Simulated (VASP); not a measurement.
# Mo (Im-3m) in VASP: notebook

The runs below take Mo through single point, relaxation of cell and atoms, with RPBE.

All numbers are computed with VASP 6.6.1; they aren't measurements. Logs are shortened: lines on timing, memory, paths and dates and some standing lists are left out, and cuts for length are marked.

## (1) The cell of the first run

It takes space group Im-3m (No. 229, cubic). The conventional cell has a = 3.175 Å, b = 3.175 Å, c = 3.175 Å, α = 90.00°, β = 90.00°, γ = 90.00°. Within 3.6 Å of Mo (site symmetry m-3m) lie 14 Mo at 2.75 to 3.17 Å.

## (2) Single point, RPBE

INCAR

```
SYSTEM = Mo
  PREC = Accurate
  ENCUT = 520
  EDIFF = 1E-6
  ISMEAR = 0
  SIGMA = 0.1
  LREAL = .FALSE.
  LASPH = .TRUE.
  NELM = 100
  ALGO = Fast
  ISIF = 2
  LWAVE = .FALSE.
  LCHARG = .FALSE.
  GGA = RP
  NBANDS = 13
```

KPOINTS

```
Automatic mesh
0
G
  18 18 18
  0 0 0
```

POSCAR

```
Mo
1.0
   -1.5873515095      1.5873515095      1.5873515095
    1.5873515095     -1.5873515095      1.5873515095
    1.5873515095      1.5873515095     -1.5873515095
Mo
1
Direct
    0.0000000000      0.0000000000      0.0000000000
```

Potentials or basis: VASP PAW PBE potentials, release 64 (Mo_sv).

The run is started by

```
> cat potpaw_PBE.64/Mo_sv/POTCAR > POTCAR
> mpirun -np 1 vasp_std > vasp.out
```

OUTCAR:

```text
SYSTEM = Mo
   PREC = Accurate
   ENCUT = 520
   EDIFF = 1E-6
   ISMEAR = 0
   LREAL = .FALSE.
   LASPH = .TRUE.
   NELM = 100
   ISIF = 2
   GGA = RP

 ion  position               nearest neighbor table
   1  0.000  0.000  0.000-

  LATTYP: Found a body centered cubic cell.
 ALAT       =     3.1747030190

  Lattice vectors:

 A1 = (  -1.5873515095,   1.5873515095,   1.5873515095)
 A2 = (   1.5873515095,  -1.5873515095,   1.5873515095)
 A3 = (   1.5873515095,   1.5873515095,  -1.5873515095)

Analysis of symmetry for initial positions (statically):
=====================================================================
 Subroutine PRICEL returns:
 Original cell was already a primitive cell.

 Routine SETGRP: Setting up the symmetry group for a
 body centered cubic supercell.

 Subroutine GETGRP returns: Found 48 space group operations
 (whereof 48 operations were pure point group operations)
 out of a pool of 48 trial point group operations.

The static configuration has the point symmetry O_h .

Analysis of symmetry for dynamics (positions and initial velocities):
=====================================================================
 Subroutine PRICEL returns:
 Original cell was already a primitive cell.

 Routine SETGRP: Setting up the symmetry group for a
 body centered cubic supercell.

 Subroutine GETGRP returns: Found 48 space group operations
 (whereof 48 operations were pure point group operations)
 out of a pool of 48 trial point group operations.

The dynamic configuration has the point symmetry O_h .

 Subroutine INISYM returns: Found 48 space group operations
 (whereof 48 operations are pure point group operations),
 and found     1 'primitive' translations

----------------------------------------------------------------------------------------

                                     Primitive cell

  volume of cell :      15.9985

  direct lattice vectors                    reciprocal lattice vectors
    -1.587351509  1.587351509  1.587351509     0.000000000  0.314990093  0.314990093
     1.587351509 -1.587351509  1.587351509     0.314990093  0.000000000  0.314990093
     1.587351509  1.587351509 -1.587351509     0.314990093  0.314990093  0.000000000

  length of vectors
     2.749373464  2.749373464  2.749373464     0.445463262  0.445463262  0.445463262

  position of ions in fractional coordinates (direct lattice)
     0.000000000  0.000000000  0.000000000

  ion indices of the primitive-cell ions
   primitive index   ion index
                 1           1

----------------------------------------------------------------------------------------

 KPOINTS: Automatic mesh

Automatic generation of k-mesh.
 Grid dimensions read from file:
 generate k-points for:   18   18   18

 Generating k-lattice:

  Cartesian coordinates                     Fractional coordinates (reciprocal lattice)
     0.000000000  0.017499450  0.017499450     0.055555556  0.000000000  0.000000000
     0.017499450  0.000000000  0.017499450     0.000000000  0.055555556  0.000000000
     0.017499450  0.017499450  0.000000000     0.000000000  0.000000000  0.055555556

  Length of vectors
     0.024747959  0.024747959  0.024747959

  Shift w.r.t. Gamma in fractional coordinates (k-lattice)
     0.000000000  0.000000000  0.000000000

 Subroutine IBZKPT returns following result:
 ===========================================

 Found    195 irreducible k-points:

 Following reciprocal coordinates:
            Coordinates               Weight
  0.000000  0.000000  0.000000      1.000000
  0.055556  0.000000  0.000000     12.000000
  0.111111  0.000000  0.000000     12.000000
  0.166667  0.000000  0.000000     12.000000
  0.222222  0.000000  0.000000     12.000000
  0.277778  0.000000  0.000000     12.000000
[... 16 lines left out ...]
  0.333333  0.111111  0.000000     48.000000
  0.388889  0.111111  0.000000     48.000000
 [... further k-points ...]
   k-points           NKPTS =    195   k-points in BZ     NKDIM =    195   number of bands    NBANDS=     13
   number of dos      NEDOS =    301   number of ions     NIONS =      1
   total plane-waves  NPLWV =   8000
   dimension x,y,z NGX =    20 NGY =   20 NGZ =   20
   dimension x,y,z NGXF=    40 NGYF=   40 NGZF=   40
   ions per type =               1
   NGX,Y,Z   is equivalent  to a cutoff of  12.09, 12.09, 12.09 a.u.
   NGXF,Y,Z  is equivalent  to a cutoff of  24.19, 24.19, 24.19 a.u.
 SYSTEM =  Mo
   PREC   = accura    normal or accurate (medium, high low for compatibility)
   ISTART =      0    job   : 0-new  1-cont  2-samecut
   ICHARG =      2    charge: 1-file 2-atom 10-const
   ISPIN  =      1    spin polarized calculation?
   LNONCOLLINEAR =      F non collinear calculations
   LSORBIT =      F    spin-orbit coupling
   LASPH  =      T    aspherical Exc in radial PAW
   ENCUT  =  520.0 eV  38.22 Ry    6.18 a.u.   5.11  5.11  5.11*2*pi/ulx,y,z
   NELM   =    100;   NELMIN=  2; NELMDL= -5     # of ELM steps
   EDIFF  = 0.1E-05   stopping-criterion for ELM
   LREAL  =      F    real-space projection
   EDIFFG = 0.1E-04   stopping-criterion for IOM
   NSW    =      0    number of steps for IOM
   IBRION =     -1    ionic relax: 0-MD 1-quasi-New 2-CG
   NFREE  =      0    steps in history (QN), initial steepest desc. (CG)
   ISIF   =      2    stress and relaxation
   ISYM   =      2    0-nonsym 1-usesym 2-fastsym
   POTIM  = 0.5000    time-step for ionic-motion
   TEBEG  =    0.0;   TEEND  =   0.0 temperature during run
   PSTRESS=    0.0 pullay stress
   NELECT =      14.0000    total number of electrons
   NUPDOWN=      -1.0000    fix difference up-down
   EMIN   =  10.00;   EMAX   =-10.00  energy-range for DOS
   EFERMI =   0.00;   METHOD = LEGACY
   ISMEAR =     0;   SIGMA  =   0.10  broadening in eV -4-tet -1-fermi 0-gaus
   EFERMI_NEDOS =   21; number of points for ismear=-14 and -15
   IALGO  =     68    algorithm
   IMIX   =      4    mixing-type and parameters
     AMIX     =   0.40;   BMIX     =  1.00
     AMIX_MAG =   1.60;   BMIX_MAG =  1.00
  volume/ion in A,a.u.               =      16.00       107.96
  Fermi-wavevector in a.u.,A,eV,Ry     =   1.565877  2.959079 33.361102  2.451972
  Thomas-Fermi vector in A             =   2.668288
   LORBIT       =      0    0 simple, 1 ext, 2 COOP (PROOUT), +10 PAW based schemes
   GGA     = RP    functional components
   LHFCALC =     F    Hartree Fock is set to
   AEXX    =    0.0000 exact exchange contribution
   IVDW    =     0    specifies the selected vdW correction
   LEPSILON=     F    determine dielectric tensor
   LRPA    =     F    only Hartree local field effects (RPA)
 non-spin polarized calculation
 RMM-DIIS sequential band-by-band and
 Gauss-broadening in eV      SIGMA  =   0.10
  energy-cutoff  :      520.00
  volume of cell :       16.00
 maximum number of plane-waves:       444
   NGX = 11   NGY = 11   NGZ = 11

 number of electron      14.0000005 magnetization

 Free energy of the ion-electron system (eV)
  ---------------------------------------------------
  ext. energy  EPLUGINS =         0.00000000
  ---------------------------------------------------
  free energy    TOTEN  =       -10.36058077 eV

  energy without entropy =      -10.35773491  energy(sigma->0) =      -10.35915784

 E-fermi :  12.3088     XC(G=0): -13.1932

 val. band max:       12.2757572349   @ k =   0.3889   0.1111   0.0000
 cond. band min:      12.3153933407   @ k =  -0.3889   0.4444   0.2778
 fundamental gap:      0.0396361058
 Fermi energy:        12.3087963220

 k-point     1 :       0.0000    0.0000    0.0000
  band No.  band energies     occupation
      1     -49.0000      2.00000
      2     -22.3184      2.00000
      3     -22.3184      2.00000
      4     -22.3184      2.00000
      5       5.1549      2.00000
      6      10.9749      2.00000
      7      10.9749      2.00000
      8      10.9749      2.00000
      9      13.9219      0.00000
     10      13.9219      0.00000
     11      27.0831      0.00000
     12      27.0831      0.00000
     13      27.0831      0.00000

 k-point     2 :       0.0556    0.0000    0.0000
  band No.  band energies     occupation
      1     -48.9929      2.00000
      2     -22.3602      2.00000
      3     -22.3313      2.00000
      4     -22.3187      2.00000
      5       5.2884      2.00000
      6      10.9001      2.00000
      7      10.9631      2.00000
      8      11.0990      2.00000
      9      13.8112      0.00000
     10      13.9239      0.00000
     11      27.1821      0.00000
     12      27.3073      0.00000
     13      27.3389      0.00000

 k-point     3 :       0.1111    0.0000    0.0000
  band No.  band energies     occupation
      1     -48.9724      2.00000
      2     -22.4795      2.00000
      3     -22.3685      2.00000
      4     -22.3195      2.00000
      5       5.6703      2.00000
      6      10.6923      2.00000
      7      10.9108      2.00000
      8      11.4662      2.00000
      9      13.5659      0.00000
     10      13.9347      0.00000
     11      27.4157      0.00000
     12      27.9610      0.00000
     13      27.9692      0.00000
[... 305 lines left out ...]
 k-point    23 :       0.3333    0.1111    0.0000
  band No.  band energies     occupation
      1     -48.7794      2.00000
      2     -23.4454      2.00000
      3     -22.7260      2.00000
      4     -22.3828      2.00000
      5       7.6423      2.00000
      6       9.2772      2.00000
      7      11.6594      2.00000
      8      13.6978      0.00000
      9      14.6697      0.00000
     10      16.6544      0.00000
     11      24.7135      0.00000
     12      25.5918      0.00000
     13      29.9082      0.00000

 k-point    24 :       0.3889    0.1111    0.0000
  band No.  band energies     occupation
      1     -48.7593      2.00000
      2     -23.5356      2.00000
      3     -22.7694      2.00000
      4     -22.3845      2.00000
      5       7.5164      2.00000
      6       9.1534      2.00000
      7      12.2758      1.35967
      8      13.8154      0.00000
      9      14.9077      0.00000
     10      17.5027      0.00000
     11      23.7100      0.00000
     12      24.9729      0.00000
     13      29.0174      0.00000

 [... further k-points ...]
[... 5 lines left out ...]
  --------------------------------------------------------------------------------------
  -------------------------------------------------------------------------------------
  Total        0.0496719      0.0496719      0.0496719      0.0000000     -0.0000000      0.0000000
  in kB        4.9744167      4.9744167      4.9744167      0.0000000     -0.0000000      0.0000000
  external PRESSURE =       4.9744167 kB  Pullay stress =       0.0000000 kB

 VOLUME and BASIS-vectors are now :
 -----------------------------------------------------------------------------
  energy-cutoff  :      520.00
  volume of cell :       16.00
      direct lattice vectors                 reciprocal lattice vectors
    -1.587351509  1.587351509  1.587351509     0.000000000  0.314990093  0.314990093
     1.587351509 -1.587351509  1.587351509     0.314990093  0.000000000  0.314990093
     1.587351509  1.587351509 -1.587351509     0.314990093  0.314990093  0.000000000

 POSITION                                       TOTAL-FORCE (eV/Angst)
 -----------------------------------------------------------------------------------
      0.00000      0.00000      0.00000        -0.000000      0.000000     -0.000000
 -----------------------------------------------------------------------------------
    total drift:                                0.000000     -0.000000     -0.000000

  FREE ENERGIE OF THE ION-ELECTRON SYSTEM (eV)
  ---------------------------------------------------
  free  energy   TOTEN  =       -10.3605807707 eV

  energy  without entropy=      -10.3577349132  energy(sigma->0) =      -10.35915784
```

Run time: 23 s. Hardware: 1 thread of Intel Xeon Platinum 8259CL at 2.50GHz (Skylake/Cascade Lake), shared host; peak memory 0.15 GiB.

Results:

| Quantity | Value |
| --- | --- |
| Free energy | -10.3606 eV |
| Pressure | 0.5 GPa |
| Band gap on the k mesh | zero (band 7 reaches 16.13 eV, above the bottom of band 8 at 10.97 eV) |

Caveat: the PAW data sets were made with another functional, which shifts forces and pressure a little.

## (3) Relaxation of cell and atoms, RPBE

This run uses another cell than the first one, of 15.58 Å³/atom, 0.974 times its volume.

INCAR

```
SYSTEM = Mo
  PREC = Accurate
  ENCUT = 600
  EDIFF = 1E-7
  ISMEAR = 0
  SIGMA = 0.1
  LREAL = .False.
  LASPH = .True.
  NELM = 60
  ALGO = Normal
  ISIF = 3
  LWAVE = .False.
  LCHARG = .False.
  GGA = RP
  IBRION = 2
  NSW = 100
  EDIFFG = -0.005
```

KPOINTS

```
regular mesh
0
Gamma
  18 18 18
  0 0 0
```

POSCAR

```
Mo
1.0
   -1.5734150000      1.5734150000      1.5734150000
    1.5734150000     -1.5734150000      1.5734150000
    1.5734150000      1.5734150000     -1.5734150000
Mo
1
Direct
    0.0000000000      0.0000000000      0.0000000000
```

Potentials or basis: VASP PAW PBE potentials, release 64 (Mo_sv).

The run is started by

```
> cat potpaw_PBE.64/Mo_sv/POTCAR > POTCAR
> mpirun -np 1 vasp_std > vasp.out
```

Run time: 66 s. Hardware: 1 thread of Intel Xeon Platinum 8259CL at 2.50GHz (Skylake/Cascade Lake), shared host; peak memory 0.18 GiB.

It converged, with:

| Property | Result |
| --- | --- |
| Free energy | -10.3605 eV |
| Relaxed volume | 16.02 Å³/atom |
| Relaxed cell | a = 2.751 Å, b = 2.751 Å, c = 2.751 Å, α = 109.47°, β = 109.47°, γ = 109.47° |
| Space group after relaxing (to 0.05 Å) | Im-3m (No. 229) |
| Energy gained by relaxing | 9.9 meV/atom |
| Ionic steps | 4 |
| Pressure after relaxing | 0.0 GPa |
| Band gap on the k mesh | zero (band 7 reaches 16.10 eV, above the bottom of band 8 at 10.95 eV) |

Step by step:
```csv
step,energy change (eV),largest force (eV/Å),pressure (GPa),volume (Å³)
1,0.0000,0.0000,7.37,15.58
2,0.0546,0.0000,-15.68,17.25
3,-0.0098,0.0000,-0.19,16.03
4,-0.0099,0.0000,-0.01,16.02
```

Final structure:
```
Mo
1.0
    -1.58812    1.58812    1.58812
     1.58812   -1.58812    1.58812
     1.58812    1.58812   -1.58812
Mo
1
Direct
  0.00000 0.00000 0.00000
```

Levels at points of the mesh, in eV from the Fermi level:
```tsv
k point	band 5	band 6	band 7	band 8	band 9	band 10
(0.00, 0.00, 0.00)	-7.15	-1.33	-1.33	-1.33	1.61	1.61
(0.50, 0.00, 0.00)	-5.18	-3.30	1.52	1.62	2.23	4.54
(0.50, 0.50, 0.50)	-5.26	-5.26	3.81	3.81	3.81	8.87
```

Caveat: the PAW data sets were made with another functional, which shifts forces and pressure a little. RPBE and its kin give volumes clearly too large for solids.
